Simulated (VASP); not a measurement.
**PbF2: dielectric tensor with PBE**

PbF2:

```
Pb F
1.0
     0.00000    2.96366    2.96366
     2.96366    0.00000    2.96366
     2.96366    2.96366    0.00000
Pb F
1 2
Direct
  0.00000 0.00000 0.00000
  0.75000 0.75000 0.75000
  0.25000 0.25000 0.25000
```

- Program: VASP 6.6.1
- Task: dielectric tensor
- Functional: PBE
- Potentials or basis: VASP PAW PBE potentials, release 64 (Pb_d, F)
- Cutoff: 520 eV
- k mesh: 8 × 8 × 8
- Occupations: gaussian, width 0.01 eV
- Spin: no spin polarisation
- Dipole correction: no
- Further INCAR settings: ALGO = Normal; EDIFF = 1e-08

```json
{
  "Band gap on the k mesh": "4.42 eV (least direct gap 4.56 eV)",
  "Electronic dielectric tensor (diagonal)": "3.32",
  "Born charges (mean of the diagonal)": "Pb +3.19; F -1.60 e"
}
```

Levels at points of the mesh, in eV from the valence-band top:
| k point | band 11 | band 12 | band 13 | band 14 | band 15 | band 16 | band 17 | band 18 |
| --- | --- | --- | --- | --- | --- | --- | --- | --- |
| (0.00, 0.00, 0.00) | -2.47 | -1.98 | -1.98 | -1.98 | 6.78 | 6.78 | 6.78 | 10.64 |
| (0.50, 0.00, 0.00) | -2.68 | -2.15 | -2.15 | -0.03 | 5.03 | 7.67 | 7.67 | 13.22 |
| (0.50, 0.50, 0.00) | -1.56 | -1.56 | -1.56 | -0.15 | 4.42 | 7.90 | 7.90 | 8.96 |

Electronic dielectric tensor:
```
3.32 0.00 0.00
0.00 3.32 0.00
0.00 0.00 3.32
```

Born effective charge tensors (e):
atom 1, Pb
```
3.19 0.00 0.00
0.00 3.19 0.00
0.00 0.00 3.19
```
atom 2, F
```
-1.60  0.00  0.00
 0.00 -1.60  0.00
 0.00  0.00 -1.60
```
atom 3, F
```
-1.60  0.00  0.00
 0.00 -1.60  0.00
 0.00  0.00 -1.60
```

Wall time 11 min on 1 thread of Oxide Virtual Turin-like Processor, with other jobs on the host, peak memory 0.27 GiB.

Caveat: spin-orbit coupling is left out, which moves the levels of the heavy elements. As with any semilocal functional, this PBE gap is likely too small.
